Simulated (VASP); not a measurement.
# Al5In3As8 (P1) in VASP: further runs, part 2 of 2

VASP 6.6.1.

## (4) Single point, LDA

Contents of INCAR:

```
  PREC = Accurate
  ENCUT = 520
  EDIFF = 1E-6
  ISMEAR = -1
  SIGMA = 0.05
  LREAL = Auto
  LASPH = T
  NELM = 100
  ALGO = Normal
  ISIF = 2
  LWAVE = F
  LCHARG = T
  LELF = T
  LVHAR = T
  NBANDS = 116
  NELECT = 189.0
```

Contents of KPOINTS:

```
regular mesh
0
Gamma
  2 2 1
```

Contents of POSCAR:

```
Al5In3As8
1.0
   11.4128150000      0.0000000000      0.0000000000
    0.0000000000     11.4128150000      0.0000000000
    0.0000000000      0.0000000000      5.8228650000
Al In As
10 6 16
Direct
    0.0052310000      0.0018580000      0.9996820000
    0.0031810000      0.5017810000      0.0021030000
    0.4982560000      0.4986100000      0.9929260000
    0.2494390000      0.2508830000      0.0074200000
    0.7533950000      0.7482840000      0.0045610000
    0.2562420000      0.0035720000      0.4946150000
    0.7522280000      0.5026330000      0.5040200000
    0.0060370000      0.2534990000      0.4999720000
    0.4967810000      0.2450660000      0.5020540000
    0.5009550000      0.7533070000      0.5006470000
    0.5019930000      0.9956240000      0.9937030000
    0.2476840000      0.7448820000      0.0050040000
    0.7531700000      0.2501080000      0.0077560000
    0.2564900000      0.5034780000      0.4829100000
    0.7465370000      0.0065290000      0.4919020000
    0.9949890000      0.7492710000      0.4988460000
    0.1252560000      0.1275590000      0.2387740000
    0.1240140000      0.6192810000      0.2526580000
    0.6209790000      0.1297320000      0.2546010000
    0.6167160000      0.6262200000      0.2414770000
    0.3774310000      0.3743840000      0.2504850000
    0.3730910000      0.8821690000      0.2560130000
    0.8823890000      0.3710490000      0.2502530000
    0.8746380000      0.8705150000      0.2563980000
    0.3786380000      0.1249150000      0.7511530000
    0.3712490000      0.6256830000      0.7508140000
    0.8798810000      0.1232830000      0.7483260000
    0.8745230000      0.6256210000      0.7600610000
    0.1260410000      0.3753330000      0.7435240000
    0.1219170000      0.8739230000      0.7523560000
    0.6301120000      0.3768720000      0.7499040000
    0.6246630000      0.8723470000      0.7524400000
```

Potentials or basis: VASP PAW LDA potentials, release 64 (Al, In_d, As).

Started as:

```
cat potpaw_LDA.64/Al/POTCAR potpaw_LDA.64/In_d/POTCAR potpaw_LDA.64/As/POTCAR > POTCAR
mpirun -np 1 vasp_std > vasp.out
```

OUTCAR:

```text
PREC = Accurate
   ENCUT = 520
   EDIFF = 1E-6
   ISMEAR = -1
   LREAL = Auto
   LASPH = T
   NELM = 100
   ISIF = 2
   NELECT = 189.0

 ion  position               nearest neighbor table
   1  0.005  0.002  1.000-  17 2.42  30 2.45  27 2.47  24 2.59
   2  0.003  0.502  0.002-  18 2.41  28 2.48  23 2.49  29 2.51
   3  0.498  0.499  0.993-  20 2.46  21 2.48  26 2.49  31 2.49
   4  0.249  0.251  0.007-  17 2.41  21 2.47  29 2.52  25 2.54
   5  0.753  0.748  0.005-  28 2.43  24 2.45  20 2.51  32 2.51
   6  0.256  0.004  0.495-  22 2.37  25 2.47  17 2.54  30 2.61
   7  0.752  0.503  0.504-  31 2.46  28 2.48  23 2.58  20 2.59
   8  0.006  0.253  0.500-  29 2.41  23 2.43  17 2.50  27 2.52
   9  0.497  0.245  0.502-  25 2.41  19 2.41  21 2.49  31 2.58
  10  0.501  0.753  0.501-  32 2.45  20 2.48  22 2.51  26 2.54
  11  0.502  0.996  0.994-  32 2.43  25 2.48  22 2.48  19 2.55
  12  0.248  0.745  0.005-  26 2.46  18 2.48  30 2.53  22 2.58  14 3.92
  13  0.753  0.250  0.008-  23 2.46  19 2.50  31 2.51  27 2.54  15 3.96
  14  0.256  0.503  0.483-  18 2.41  21 2.43  26 2.47  29 2.58  12 3.92
  15  0.747  0.007  0.492-  19 2.44  27 2.51  24 2.54  32 2.57  13 3.96
  16  0.995  0.749  0.499-  24 2.41  28 2.49  30 2.51  18 2.53
  17  0.125  0.128  0.239-   4 2.41   1 2.42   8 2.50   6 2.54
  18  0.124  0.619  0.253-   2 2.41  14 2.41  12 2.48  16 2.53
  19  0.621  0.130  0.255-   9 2.41  15 2.44  13 2.50  11 2.55
  20  0.617  0.626  0.241-   3 2.46  10 2.48   5 2.51   7 2.59
  21  0.377  0.374  0.250-  14 2.43   4 2.47   3 2.48   9 2.49
[... 9 lines left out ...]
  31  0.630  0.377  0.750-   7 2.46   3 2.49  13 2.51   9 2.58
  32  0.625  0.872  0.752-  11 2.43  10 2.45   5 2.51  15 2.57

  LATTYP: Found a simple tetragonal cell.
 ALAT       =    11.4128150000
 C/A-ratio  =     0.5102040995

  Lattice vectors:

 A1 = (  11.4128150000,   0.0000000000,   0.0000000000)
 A2 = (   0.0000000000,  11.4128150000,   0.0000000000)
 A3 = (   0.0000000000,   0.0000000000,   5.8228650000)

Analysis of symmetry for initial positions (statically):
=====================================================================
[... 188 lines left out ...]
   GGA     = CA    functional components
   LHFCALC =     F    Hartree Fock is set to
   AEXX    =    0.0000 exact exchange contribution
   IVDW    =     0    specifies the selected vdW correction
   LEPSILON=     F    determine dielectric tensor
   LRPA    =     F    only Hartree local field effects (RPA)
 non-spin polarized calculation
  energy-cutoff  :      520.00
  volume of cell :      758.44
 maximum number of plane-waves:     20430
 NGX is ok and might be reduce to    90
   NGX = 43   NGY = 43   NGZ = 21

 number of electron     189.0000001 magnetization

 Free energy of the ion-electron system (eV)
  ---------------------------------------------------
  ext. energy  EPLUGINS =         0.00000000
  ---------------------------------------------------
  free energy    TOTEN  =      -152.55915295 eV

  energy without entropy =     -152.51479840  energy(sigma->0) =     -152.53697568

 E-fermi :   5.6202     XC(G=0):  -9.5124

 val. band max:        5.5794797001   @ k =   0.0000   0.0000   0.0000
 cond. band min:       5.6734534780   @ k =   0.0000   0.0000   0.0000
 fundamental gap:      0.0939737780
 Fermi energy:         5.6201612617

 k-point     1 :       0.0000    0.0000    0.0000
  band No.  band energies     occupation
      1     -10.2766      2.00000
      2     -10.2089      2.00000
      3     -10.1768      2.00000
      4     -10.1502      2.00000
      5     -10.1454      2.00000
      6     -10.1260      2.00000
[... 425 lines left out ...]
    105       7.0386      0.00000
    106       7.0705      0.00000
 [bands above 106 left out]

------------------------ aborting loop because EDIFF is reached ----------------------------------------

  FORCE on cell =-STRESS in cart. coord.  units (eV):
  Direction    XX          YY          ZZ          XY          YZ          ZX
  --------------------------------------------------------------------------------------
  -------------------------------------------------------------------------------------
  Total       14.8554515     14.8237716     36.8845848     -2.5473204      1.1711859      1.0899680
  in kB       31.3815334     31.3146111     77.9171762     -5.3811102      2.4740823      2.3025129
  external PRESSURE =      46.8711069 kB  Pullay stress =       0.0000000 kB

 VOLUME and BASIS-vectors are now :
 -----------------------------------------------------------------------------
  energy-cutoff  :      520.00
  volume of cell :      758.44
      direct lattice vectors                 reciprocal lattice vectors
    11.412815000  0.000000000  0.000000000     0.087620802  0.000000000  0.000000000
     0.000000000 11.412815000  0.000000000     0.000000000  0.087620802  0.000000000
     0.000000000  0.000000000  5.822865000     0.000000000  0.000000000  0.171736765

 POSITION                                       TOTAL-FORCE (eV/Angst)
 -----------------------------------------------------------------------------------
      0.05970      0.02121      5.82101        -0.573528     -0.378174      0.019538
      0.03630      5.72673      0.01225        -0.204157     -0.470749     -0.233739
      5.68650      5.69054      5.78167         0.020912     -0.014130     -0.115806
      2.84680      2.86328      0.04321         0.222064      0.173608     -0.582158
      8.59836      8.54003      0.02656        -0.454371      0.061549      0.084028
      2.92444      0.04077      2.88008        -0.859161      0.220640      0.450197
[... 24 lines left out ...]
      7.19135      4.30117      4.36659        -1.067291      0.335723     -0.797234
      7.12916      9.95593      4.38136         0.880092     -1.406660     -0.441895
 -----------------------------------------------------------------------------------
    total drift:                               -0.008521     -0.008476      0.009525

  FREE ENERGIE OF THE ION-ELECTRON SYSTEM (eV)
  ---------------------------------------------------
  free  energy   TOTEN  =      -152.5591529493 eV

  energy  without entropy=     -152.5147984023  energy(sigma->0) =     -152.53697568
```

Run time: 14 min. Hardware: 1 thread of Intel Xeon 6975P-C, shared host; peak memory 0.66 GiB.

Results:

- Free energy: -152.5592 eV
- Largest force: 2.367 eV/Å

Forces on the atoms (eV/Å):
```
Al  -0.574 -0.378  0.020
Al  -0.204 -0.471 -0.234
Al   0.021 -0.014 -0.116
Al   0.222  0.174 -0.582
Al  -0.454  0.062  0.084
Al  -0.859  0.221  0.450
Al  -0.039 -0.031 -0.543
Al  -0.236 -0.531  0.041
Al   0.316  0.731  0.146
Al  -0.392 -0.188 -0.028
In  -0.016  0.495  0.603
In   0.021  0.788  0.263
In   0.057 -0.225 -0.444
In  -0.270 -0.508  0.979
In   0.349 -0.635  0.528
In   0.725 -0.520  0.391
As   0.151 -0.198  0.778
As  -1.281  0.101 -0.700
As  -0.951  0.485 -0.101
As   0.604 -0.084  0.401
As   1.004 -1.133 -1.096
As   0.082 -0.957  0.928
As   0.424  1.438  0.997
As  -0.390  1.060 -2.081
As  -1.205  0.809 -0.441
As   1.983  0.013 -0.179
As   1.105  0.234  0.049
As  -0.549 -0.915  0.547
As  -0.077 -0.191  0.880
As   0.619  1.439 -0.303
As  -1.067  0.336 -0.797
As   0.880 -1.407 -0.442
```

Levels at points of the mesh, in eV from the Fermi level:
```tsv
k point	band 90	band 91	band 92	band 93	band 94	band 95	band 96	band 97	band 98	band 99
(0.00, 0.00, 0.00)	-2.15	-2.09	-1.33	-1.23	-1.17	-0.15	-0.04	0.05	0.13	0.71
(0.50, 0.00, 0.00)	-2.19	-1.89	-1.83	-1.77	-1.74	0.24	0.28	1.03	1.03	1.12
(0.00, 0.50, 0.00)	-2.22	-1.89	-1.82	-1.80	-1.73	0.23	0.30	1.01	1.03	1.12
(0.50, 0.50, 0.00)	-2.36	-1.50	-1.48	-1.36	-1.26	0.78	0.79	0.92	0.97	1.21
```

Caveat: the k points lie up to 1.08 Å⁻¹ apart; the cell carries a net charge on a neutralising background, which shifts energy and pressure; the cell is charged against a uniform background, so pressure and absolute levels hang on convention; spin-orbit coupling is left out, which moves the levels of the heavy elements; forces of over 1 eV/Å act on the atoms, so gaps and moduli don't describe the material at rest.
